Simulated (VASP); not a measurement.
Runs of VASP 6.6.1 on Li2F3. The structure is that of space group P-3m1 (No. 164), or close to it. The cells are those of the table. 

| task | spin | cell | cutoff (eV) | gap on the mesh (eV) | pressure (GPa) | moment (μB) | relaxed volume (Å³/atom) | largest force (eV/Å) |
| --- | --- | --- | --- | --- | --- | --- | --- | --- |
| single point | off | a = 3.720, b = 3.720, c = 4.492 Å, angles 90.0, 90.0, 120.0°, 5 atoms | 520 | none | - | - | - | 1.12 |
| single point | collinear, ferromagnetic start | a = 3.155, b = 3.155, c = 5.837 Å, angles 90.0, 90.0, 120.0°, 5 atoms | 520 | none | - | 1.00 | - | - |
| single point | collinear, ferromagnetic start | a = 3.439, b = 3.439, c = 5.351 Å, angles 90.0, 90.0, 120.0°, 5 atoms | 520 | none | - | 1.00 | - | 0.53 |
| relaxation of cell and atoms | collinear, ferromagnetic start | relaxed from a = 3.439, b = 3.439, c = 5.351 Å, angles 90.0, 90.0, 120.0°, 5 atoms | 600 | none | 0.3 | 1.00 | 9.87 | 0.04 |
| relaxation of cell and atoms | collinear, ferromagnetic start | relaxed from a = 3.720, b = 3.720, c = 4.492 Å, angles 90.0, 90.0, 120.0°, 5 atoms | 600 | none | 0.2 | 1.00 | (a) | 0.03 |
| single point | collinear, ferromagnetic start | a = 3.144, b = 3.144, c = 5.897 Å, angles 90.0, 90.0, 120.0°, 5 atoms | 520 | none | - | 1.00 | - | (b) |

Alike in all rows: level PBE; potentials or basis VASP PAW PBE potentials, release 64 (Li_sv, F); k mesh 6 × 6 × 4; smearing gaussian 0.1 eV.

Estimate the missing entries.

(a) 9.68; (b) 0.01.

Caveats: some runs use coarse meshes; the cutoff is under 1.25 times the usual one of these potentials, so pressure, stress and relaxed cells hold a basis-set (Pulay) error; an odd number of electrons without spin polarisation forces a metal (some runs); a magnetic or distorted state may lie lower (some runs).

A gap of «none» marks levels without a gap at the run's occupations.
